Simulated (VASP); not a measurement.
# Hf: relaxation of the atoms with PBE

System: Hf, a slab with vacuum.

```
CELL_PARAMETERS angstrom
3.17153 0.00000 0.00000
-1.58576 2.74662 0.00000
0.00000 0.00000 19.17908
ATOMIC_POSITIONS crystal
Hf 0.66667 0.33333 0.36498
Hf 0.33333 0.66667 0.50000
Hf 0.00000 0.00000 0.63502
```

```yaml
Program: VASP 6.6.1
Task: relaxation of the atoms
Functional: PBE
Potentials_or_basis: VASP PAW PBE potentials, release 64 (Hf_pv)
Cutoff: 520 eV
k_mesh: 9 × 9 × 1
Occupations: gaussian, width 0.1 eV
Spin: no spin polarisation
Dipole_correction: yes
Atoms_held_fixed_from_0: "[0]"
Further_INCAR_settings: ALGO = Normal; EDIFF = 1e-06; IBRION = 2; EDIFFG = -0.03; NSW = 70
```

* Energy gained by relaxing: 30.6 meV/atom
* Ionic steps: 10
* Band gap on the k mesh: zero (bands 15 and 16 overlap by 1.16 eV)

The path:
```tsv
step	energy change (eV)	largest force on free atoms (eV/Å)	pressure (GPa)
1	0.0000	0.5995	-2.63
2	-0.0164	0.5277	-2.49
3	-0.0502	0.2797	-1.97
4	-0.0096	1.1764	-0.65
5	-0.0555	0.4366	-1.71
6	-0.0716	0.3080	-1.57
7	-0.0899	0.1584	-1.07
8	-0.0905	0.1033	-1.18
9	-0.0906	0.1045	-1.16
10	-0.0919	0.0171	-1.01
```

Final structure:
```
Hf
1.0
     3.17153    0.00000    0.00000
    -1.58576    2.74662    0.00000
     0.00000    0.00000   19.17908
Hf
3
Cartesian
  1.5858 0.9155 7.0000
  0.0000 1.8311 9.4460
  0.0000 0.0000 11.8973
```

Levels at points of the mesh, in eV from the Fermi level:
| k point | band 12 | band 13 | band 14 | band 15 | band 16 | band 17 | band 18 | band 19 |
| --- | --- | --- | --- | --- | --- | --- | --- | --- |
| (0.00, 0.00, 0.00) | -3.93 | -0.05 | 0.03 | 0.86 | 1.14 | 1.14 | 1.39 | 1.48 |

It took 9.9 min on 1 thread of AMD EPYC 7R43 64-Core Processor (Zen 3), with other jobs on the host, peak memory 0.26 GiB.

Caveat: spin-orbit coupling is left out, which moves the levels of the heavy elements.
